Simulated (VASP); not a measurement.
# K2S: single point with LDA

Crystal: K2S.

```xyz
3
Lattice="0.0000 3.5953 3.5953 3.5953 0.0000 3.5953 3.5953 3.5953 0.0000" Properties=species:S:1:pos:R:3 pbc="T T T"
K     5.3929    5.3929    5.3929
K     1.7976    1.7976    1.7976
S     0.0000    0.0000    0.0000
```

- Program: VASP 6.6.1
- Task: single point
- Functional: LDA
- Potentials or basis: VASP PAW LDA potentials, release 64 (K_sv, S)
- Cutoff: 500 eV
- k mesh: 6 × 6 × 6
- Occupations: gaussian, width 0.02 eV
- Spin: no spin polarisation
- Dipole correction: no
- Further INCAR settings: ALGO = Normal; EDIFF = 1e-06; NBANDS = 19

| Quantity | Value |
| --- | --- |
| Pressure | 0.1 GPa |
| Band gap on the k mesh | 2.32 eV (least direct gap 2.62 eV) |

Levels at points of the mesh, in eV from the valence-band top:
| k point | band 8 | band 9 | band 10 | band 11 | band 12 | band 13 | band 14 | band 15 | band 16 | band 17 |
| --- | --- | --- | --- | --- | --- | --- | --- | --- | --- | --- |
| (0.00, 0.00, 0.00) | -12.22 | -9.64 | -0.30 | -0.30 | -0.30 | 2.32 | 5.25 | 5.25 | 7.58 | 7.58 |
| (0.50, 0.00, 0.00) | -12.39 | -9.34 | -0.72 | -0.12 | -0.12 | 4.65 | 5.15 | 5.73 | 5.73 | 7.60 |
| (0.50, 0.50, 0.00) | -12.13 | -9.28 | -0.90 | 0.00 | 0.00 | 3.29 | 5.20 | 6.48 | 6.82 | 7.66 |

Wall time 28 s on 1 thread of AMD EPYC 7R13 Processor (Zen 3), on a shared host, peak memory 0.16 GiB.

A k mesh can miss the band edges.
